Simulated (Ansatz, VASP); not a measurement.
One calculation of TiAl, two programs

```
Ti Al
1.0
     3.17162    0.00000    0.00000
     0.00000    3.17162    0.00000
     0.00000    0.00000    2.95849
Ti Al
1 1
Cartesian
  0.0000 0.0000 0.0000
  1.5858 1.5858 1.4792
```

Alike in both runs: task single point; functional PBEsol; k mesh 16 × 16 × 16; occupations gaussian, width 0.15 eV; no spin polarisation.

|  | VASP | Ansatz |
| --- | --- | --- |
| version | VASP 6.6.1 | Ansatz 0.2.0 |
| potentials or method | VASP PAW PBE potentials, release 64 (Ti_sv, Al), cutoff 520 eV | scalar-relativistic, plane waves, PAW |
| valence electrons in the cell | 15 | 15 |

```csv
,VASP,Ansatz,Ansatz less VASP
gap on the k mesh at the Fermi level (eV),none,none,-
pressure (GPa),7.4,7.4,+0.07
"traceless stress, the component that is largest in VASP (GPa)",-0.78,-0.77,+0.006
```

VASP's potentials were made for PBE, not for PBEsol, and Ansatz warns of the same on its side. A gap of «none» marks a metal or a gap that the smearing closes. The functional is the same, so the differences come from potentials, cutoffs and numerics.
